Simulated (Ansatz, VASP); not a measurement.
One calculation of TiRuN2, two programs

Contents of INCAR:

```
SYSTEM = TiRuN2
  PREC = Accurate
  ENCUT = 600
  EDIFF = 1E-7
  ISMEAR = 0
  SIGMA = 0.15
  LREAL = .False.
  LASPH = .True.
  NELM = 150
  ALGO = Normal
  ISIF = 3
  LWAVE = .False.
  LCHARG = .False.
  ISPIN = 2
  MAGMOM = 1 1 1 1 0 0 0 0
  LORBIT = 11
  LMAXMIX = 4
  GGA = PE
  IBRION = 2
  NSW = 36
  EDIFFG = -0.08
```

KPOINTS

```
Automatic mesh
0
Gamma
  5 5 1
  0 0 0
```

The input POSCAR:

```
TiRuN2
1.0
    3.0000000000      0.0000000000      0.0000000000
   -1.5000000000      2.5980762100      0.0000000000
    0.0000000000      0.0000000000     11.7000000000
Ti Ru N
2 2 4
Direct
    0.0000000000      0.0000000000      0.0000000000
    0.0000000000      0.0000000000      0.5000000000
    0.3333333300      0.6666666700      0.7500000000
    0.6666666700      0.3333333300      0.2500000000
    0.3333333300      0.6666666700      0.1180000000
    0.6666666700      0.3333333300      0.8820000000
    0.6666666700      0.3333333300      0.6180000000
    0.3333333300      0.6666666700      0.3820000000
```

Input for Ansatz:

```yaml
crystal:
  lattice:
    - [3.0, 0.0, 0.0]
    - [-1.5, 2.59807621, 0.0]
    - [0.0, 0.0, 11.7]
  atoms:
    - { symbol: Ti, position: [0.0, 0.0, 0.0], spin: 1.0 }
    - { symbol: Ti, position: [0.0, 0.0, 0.5], spin: 1.0 }
    - { symbol: Ru, position: [0.33333333, 0.66666667, 0.75], spin: 1.0 }
    - { symbol: Ru, position: [0.66666667, 0.33333333, 0.25], spin: 1.0 }
    - { symbol: "N", position: [0.33333333, 0.66666667, 0.118] }
    - { symbol: "N", position: [0.66666667, 0.33333333, 0.882] }
    - { symbol: "N", position: [0.66666667, 0.33333333, 0.618] }
    - { symbol: "N", position: [0.33333333, 0.66666667, 0.382] }
basis:
  ecutwfc: 420
kpoints:
  mp_grid: { grid: [5, 5, 1] }
hamiltonian:
  xc: pbe
scf:
  occupations: { method: gaussian, width: 0.15 }
  lower_state_search: "off"
output:
  forces: true
  stress: true
  eigenvalues: true
  populations: true
magnetization:
  spin_polarized: true
relax:
  adjacent_minimum: "off"
  f_tol: 0.08
  max_steps: 16
  cell: { stress_tol: 0.8 }
```

Alike in both runs: task relaxation of cell and atoms; functional PBE; k mesh 5 × 5 × 1; occupations gaussian, width 0.15 eV; collinear spin.

|  | VASP | Ansatz |
| --- | --- | --- |
| version | VASP 6.6.1 | Ansatz 0.2.0 |
| potentials or method | VASP PAW PBE potentials, release 64 (Ti_sv, Ru_pv, N), cutoff 600 eV | scalar-relativistic, plane waves, PAW |
| valence electrons in the cell | 72 | 76 |

Ansatz gave:

```
gap on the k mesh at the Fermi level, each at its own relaxed structure (eV)  : none
net moment per atom (μB)                                                      : 0.00
relaxed volume (Å³/atom)                                                      : 9.90
relaxed length of the cell vector where the two differ most in proportion (Å) : 9.796
```

Estimate VASP's values.

gap on the k mesh at the Fermi level, each at its own relaxed structure (eV): none; net moment per atom (μB): 0.00; relaxed volume (Å³/atom): 9.89; relaxed length of the cell vector where the two differ most in proportion (Å): 9.790.

A gap of «none» marks a metal or a gap that the smearing closes. VASP's potentials hold 72 valence electrons a cell and Ansatz's 76, so a difference there can come from the potentials and not from the codes. Ansatz's warnings: seeded moment not kept.

The k mesh is coarse, so the values compare programs but aren't converged.
